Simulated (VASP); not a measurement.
# MgO (R-3m) in VASP: a series of runs

The runs below take MgO through single point, with PBEsol.

Everything below comes from runs of VASP 6.6.1. Logs are shortened: lines on timing, memory, paths and dates and some standing lists are left out, and cuts for length are marked.

**1. The cell of the first run**

It takes space group R-3m (No. 166, trigonal). Conventional cell: a = 3.010 Å, b = 3.010 Å, c = 7.275 Å, α = 90.00°, β = 90.00°, γ = 120.00°. Mg (site symmetry -3m) has 6 O at 2.12 Å within 2.8 Å. O (site symmetry -3m) has 6 Mg at 2.12 Å within 2.8 Å.

**2. Single point, PBEsol, non-collinear spin, zero start, spin-orbit coupling**

Contents of INCAR:

```
SYSTEM = MgO
PREC = Accurate
ENCUT = 600
EDIFF = 1E-6
ISMEAR = 0
SIGMA = 0.01
LREAL = .False.
LASPH = .True.
NELM = 200
ALGO = Normal
ISIF = 2
LWAVE = .False.
LCHARG = .True.
MAGMOM = 0 0 0 0 0 0
LORBIT = 11
LSORBIT = .True.
GGA_COMPAT = .False.
LORBMOM = .True.
GGA = PS
LVHAR = .True.
NBANDS = 20
```

Contents of KPOINTS:

```
Automatic mesh
0
Gamma
  9 9 9
  0 0 0
```

Contents of POSCAR:

```
MgO
1.0
   -0.0189064053      2.1095454558      2.1095454558
    2.1095454558     -0.0189064053      2.1095454558
    2.1095454558      2.1095454558     -0.0189064053
Mg O
1 1
Direct
    0.0000000000      0.0000000000      0.0000000000
    0.5000000000      0.5000000000      0.5000000000
```

Potentials or basis: VASP PAW PBE potentials, release 64 (Mg, O).

Started as:

```sh
cat potpaw_PBE.64/Mg/POTCAR potpaw_PBE.64/O/POTCAR > POTCAR
mpirun -np 1 vasp_ncl > vasp.out
```

OUTCAR:

```text
SYSTEM = MgO
   PREC = Accurate
   ENCUT = 600
   EDIFF = 1E-6
   ISMEAR = 0
   LREAL = .False.
   LASPH = .True.
   NELM = 200
   ISIF = 2
   LORBIT = 11
   LSORBIT = .True.
   GGA = PS

 ion  position               nearest neighbor table
   1  0.000  0.000  0.000-   2 2.12   2 2.12   2 2.12   2 2.12   2 2.12   2 2.12
   2  0.500  0.500  0.500-   1 2.12   1 2.12   1 2.12   1 2.12   1 2.12   1 2.12

  LATTYP: Found a trigonal (rhomboedric) cell.
 ALAT       =     2.9834077013
 COS(alpha) =     0.4910179676

  Lattice vectors:

 A1 = (  -0.0189064053,   2.1095454558,   2.1095454558)
 A2 = (   2.1095454558,  -0.0189064053,   2.1095454558)
 A3 = (   2.1095454558,   2.1095454558,  -0.0189064053)

Analysis of symmetry for initial positions (statically):
=====================================================================
 Subroutine PRICEL returns:
 Original cell was already a primitive cell.

 Routine SETGRP: Setting up the symmetry group for a
 trigonal (rhombohedral) supercell.

 Subroutine GETGRP returns: Found 12 space group operations
 (whereof 12 operations were pure point group operations)
 out of a pool of 12 trial point group operations.

The static configuration has the point symmetry D_3d.

Analysis of symmetry for dynamics (positions and initial velocities):
=====================================================================
 Subroutine PRICEL returns:
 Original cell was already a primitive cell.

 Routine SETGRP: Setting up the symmetry group for a
 trigonal (rhombohedral) supercell.

 Subroutine GETGRP returns: Found 12 space group operations
 (whereof 12 operations were pure point group operations)
 out of a pool of 12 trial point group operations.

The dynamic configuration has the point symmetry D_3d.

Analysis of structural, dynamic, and magnetic symmetry:
=====================================================================
 Subroutine PRICEL returns:
 Original cell was already a primitive cell.

 Routine SETGRP: Setting up the symmetry group for a
 trigonal (rhombohedral) supercell.

 Subroutine GETGRP returns: Found 12 space group operations
 (whereof 12 operations were pure point group operations)
 out of a pool of 12 trial point group operations.

The overall configuration has the point symmetry D_3d.

 Subroutine INISYM returns: Found 12 space group operations
 (whereof 12 operations are pure point group operations),
 and found     1 'primitive' translations

----------------------------------------------------------------------------------------

                                     Primitive cell

  volume of cell :      19.0281

  direct lattice vectors                    reciprocal lattice vectors
    -0.018906405  2.109545456  2.109545456    -0.233855106  0.235969943  0.235969943
     2.109545456 -0.018906405  2.109545456     0.235969943 -0.233855106  0.235969943
     2.109545456  2.109545456 -0.018906405     0.235969943  0.235969943 -0.233855106

  length of vectors
     2.983407701  2.983407701  2.983407701     0.407494587  0.407494587  0.407494587

  position of ions in fractional coordinates (direct lattice)
     0.000000000  0.000000000  0.000000000
     0.500000000  0.500000000  0.500000000

  ion indices of the primitive-cell ions
   primitive index   ion index
                 1           1
                 2           2

----------------------------------------------------------------------------------------

 KPOINTS: Automatic mesh

Automatic generation of k-mesh.
 Grid dimensions read from file:
[... 91 lines left out ...]
   LHFCALC =     F    Hartree Fock is set to
   AEXX    =    0.0000 exact exchange contribution
   IVDW    =     0    specifies the selected vdW correction
   LEPSILON=     F    determine dielectric tensor
   LRPA    =     F    only Hartree local field effects (RPA)
 Gauss-broadening in eV      SIGMA  =   0.01
  energy-cutoff  :      600.00
  volume of cell :       19.03
 maximum number of plane-waves:      1290
   NGX = 11   NGY = 11   NGZ = 11

 number of electron       8.0000000 magnetization       0.0000000      0.0000000      0.0000000

 number of electron       8.0000004 magnetization       0.0000000     -0.0000000      0.0000000

 number of electron       8.0000004 magnetization      -0.0000000      0.0000000     -0.0000000

 Free energy of the ion-electron system (eV)
  ---------------------------------------------------
  ext. energy  EPLUGINS =         0.00000000
  ---------------------------------------------------
  free energy    TOTEN  =       -12.51019325 eV

  energy without entropy =      -12.51019325  energy(sigma->0) =      -12.51019325

 E-fermi :   3.0574     XC(G=0): -11.2218

 val. band max:        2.9985321435   @ k =   0.0000   0.0000   0.0000
 cond. band min:       7.3872285266   @ k =   0.0000   0.0000   0.0000
 fundamental gap:      4.3886963832
 Fermi energy:         3.0573793257

 k-point     1 :       0.0000    0.0000    0.0000
  band No.  band energies     occupation
      1     -14.1810      1.00000
      2     -14.1810      1.00000
      3       2.8825      1.00000
      4       2.8825      1.00000
      5       2.9100      1.00000
      6       2.9100      1.00000
[... 541 lines left out ...]
     19      28.0277      0.00000
     20      28.0277      0.00000

 [... further k-points ...]
[... 5 lines left out ...]
  --------------------------------------------------------------------------------------
  -------------------------------------------------------------------------------------
  Total       -0.3991049     -0.3991049     -0.3991049      0.1485894      0.1485894      0.1485894
  in kB      -33.6048265    -33.6048265    -33.6048265     12.5112975     12.5112975     12.5112975
  external PRESSURE =     -33.6048265 kB  Pullay stress =       0.0000000 kB

 VOLUME and BASIS-vectors are now :
 -----------------------------------------------------------------------------
  energy-cutoff  :      600.00
  volume of cell :       19.03
      direct lattice vectors                 reciprocal lattice vectors
    -0.018906405  2.109545456  2.109545456    -0.233855106  0.235969943  0.235969943
     2.109545456 -0.018906405  2.109545456     0.235969943 -0.233855106  0.235969943
     2.109545456  2.109545456 -0.018906405     0.235969943  0.235969943 -0.233855106

 POSITION                                       TOTAL-FORCE (eV/Angst)
 -----------------------------------------------------------------------------------
      0.00000      0.00000      0.00000         0.000000      0.000000     -0.000000
      2.10009      2.10009      2.10009        -0.000000     -0.000000      0.000000
 -----------------------------------------------------------------------------------
    total drift:                               -0.000000     -0.000000     -0.000000

  FREE ENERGIE OF THE ION-ELECTRON SYSTEM (eV)
  ---------------------------------------------------
  free  energy   TOTEN  =       -12.5101932531 eV

  energy  without entropy=      -12.5101932531  energy(sigma->0) =      -12.51019325

 orbital moment (x)

 # of ion     p       d       tot
 ----------------------------------------
  1         0.000  -0.000   0.000
  2         0.000   0.000   0.000
 ----------------------------------------
            0.000  -0.000   0.000

 orbital moment (y)

 # of ion     p       d       tot
 ----------------------------------------
  1         0.000  -0.000  -0.000
  2        -0.000   0.000  -0.000
 ----------------------------------------
           -0.000  -0.000  -0.000

 orbital moment (z)

 # of ion     p       d       tot
 ----------------------------------------
  1        -0.000  -0.000  -0.000
  2        -0.000   0.000  -0.000
 ----------------------------------------
           -0.000  -0.000  -0.000

 Spin-Orbit-Coupling matrix elements

 Ion:    1  E_soc:     -0.0000362
 l=   1
     0.0000000    -0.0000060    -0.0000060
    -0.0000060     0.0000000    -0.0000060
    -0.0000060    -0.0000060     0.0000000
 l=   2
     0.0000000     0.0000000     0.0000000     0.0000000    -0.0000000
     0.0000000     0.0000000    -0.0000000     0.0000000    -0.0000000
     0.0000000    -0.0000000     0.0000000    -0.0000000     0.0000000
     0.0000000     0.0000000    -0.0000000     0.0000000    -0.0000000
    -0.0000000    -0.0000000     0.0000000    -0.0000000     0.0000000
 l=   3
     0.0000000     0.0000000     0.0000000     0.0000000     0.0000000     0.0000000     0.0000000
     0.0000000     0.0000000     0.0000000     0.0000000     0.0000000     0.0000000     0.0000000
     0.0000000     0.0000000     0.0000000     0.0000000     0.0000000     0.0000000     0.0000000
     0.0000000     0.0000000     0.0000000     0.0000000     0.0000000     0.0000000     0.0000000
     0.0000000     0.0000000     0.0000000     0.0000000     0.0000000     0.0000000     0.0000000
     0.0000000     0.0000000     0.0000000     0.0000000     0.0000000     0.0000000     0.0000000
     0.0000000     0.0000000     0.0000000     0.0000000     0.0000000     0.0000000     0.0000000

 Ion:    2  E_soc:     -0.0001676
 l=   1
     0.0000000    -0.0000279    -0.0000279
    -0.0000279     0.0000000    -0.0000279
    -0.0000279    -0.0000279     0.0000000
 l=   2
     0.0000000     0.0000000     0.0000000     0.0000000     0.0000000
     0.0000000     0.0000000     0.0000000     0.0000000     0.0000000
     0.0000000     0.0000000     0.0000000     0.0000000     0.0000000
     0.0000000     0.0000000     0.0000000     0.0000000     0.0000000
     0.0000000     0.0000000     0.0000000     0.0000000     0.0000000
 l=   3
     0.0000000     0.0000000     0.0000000     0.0000000     0.0000000     0.0000000     0.0000000
     0.0000000     0.0000000     0.0000000     0.0000000     0.0000000     0.0000000     0.0000000
     0.0000000     0.0000000     0.0000000     0.0000000     0.0000000     0.0000000     0.0000000
     0.0000000     0.0000000     0.0000000     0.0000000     0.0000000     0.0000000     0.0000000
     0.0000000     0.0000000     0.0000000     0.0000000     0.0000000     0.0000000     0.0000000
     0.0000000     0.0000000     0.0000000     0.0000000     0.0000000     0.0000000     0.0000000
     0.0000000     0.0000000     0.0000000     0.0000000     0.0000000     0.0000000     0.0000000

 total charge

# of ion       s       p       d       tot
------------------------------------------
    1        0.147   0.175   0.076   0.399
    2        1.533   3.532   0.000   5.065
--------------------------------------------------
tot          1.681   3.707   0.076   5.465

 magnetization (x)

# of ion       s       p       d       tot
------------------------------------------
    1        0.000  -0.000   0.000  -0.000
    2        0.000   0.000   0.000   0.000
--------------------------------------------------
tot          0.000  -0.000   0.000  -0.000

 magnetization (y)

# of ion       s       p       d       tot
------------------------------------------
    1        0.000   0.000  -0.000   0.000
    2        0.000   0.000   0.000   0.000
--------------------------------------------------
tot          0.000   0.000  -0.000   0.000

 magnetization (z)

# of ion       s       p       d       tot
------------------------------------------
    1       -0.000   0.000   0.000  -0.000
    2        0.000   0.000   0.000   0.000
--------------------------------------------------
tot         -0.000   0.000   0.000  -0.000
```

It took 1.7 min on 1 thread of Intel Xeon 8259CL, shared host; peak memory 0.23 GiB.

Results:

```yaml
Free_energy: -12.5102 eV
Pressure: -3.4 GPa
Net_moment: 0.00 μB per cell
Valence_electrons_inside_the_program's_atomic_spheres: Mg 0.40; O 5.07
```

Stress tensor (GPa, compression positive):
```
-3.36  1.25  1.25
 1.25 -3.36  1.25
 1.25  1.25 -3.36
```

Moments on the atoms (μB; x, y, z):
```
Mg  0.00 0.00 0.00
O   0.00 0.00 0.00
```

Caveat: the cell stands under tension; the PAW data sets were made with another functional, which shifts forces and pressure a little.

**3. Single point, PBEsol, non-collinear spin, zero start, spin-orbit coupling**

Contents of INCAR:

```
  PREC = Accurate
  ENCUT = 600
  EDIFF = 1E-6
  ISMEAR = 0
  SIGMA = 0.01
  LREAL = F
  LASPH = T
  NELM = 200
  ALGO = Normal
  ISIF = 2
  LWAVE = F
  LCHARG = T
  MAGMOM = 0 0 0 0 0 0
  LORBIT = 11
  LSORBIT = T
  GGA_COMPAT = F
  LORBMOM = T
  GGA = PS
  LVHAR = T
  NBANDS = 20
```

Contents of KPOINTS:

```
Automatic mesh
0
Gamma
  9 9 9
```

POSCAR is that of step 2.

Potentials or basis: VASP PAW PBE potentials, release 64 (Mg, O).

Started as:

```sh
cat potpaw_PBE.64/Mg/POTCAR potpaw_PBE.64/O/POTCAR > POTCAR
mpirun -np 1 vasp_ncl > vasp.out
```

Run time: 95 s. Hardware: 1 thread of Intel Xeon 8259CL, shared host; peak memory 0.23 GiB.

Results (log left out):

| Property | Result |
| --- | --- |
| Free energy | -12.5102 eV |
| Pressure | -3.4 GPa |
| Net moment | 0.00 μB per cell |
| Valence electrons inside the program's atomic spheres | Mg 0.40; O 5.07 |

Stress tensor (GPa, compression positive):
```
-3.36  1.25  1.25
 1.25 -3.36  1.25
 1.25  1.25 -3.36
```

Moments on the atoms (μB; x, y, z):
```
Mg  0.00 0.00 0.00
O   0.00 0.00 0.00
```

Caveat: the cell stands under tension; the PAW data sets were made with another functional, which shifts forces and pressure a little.
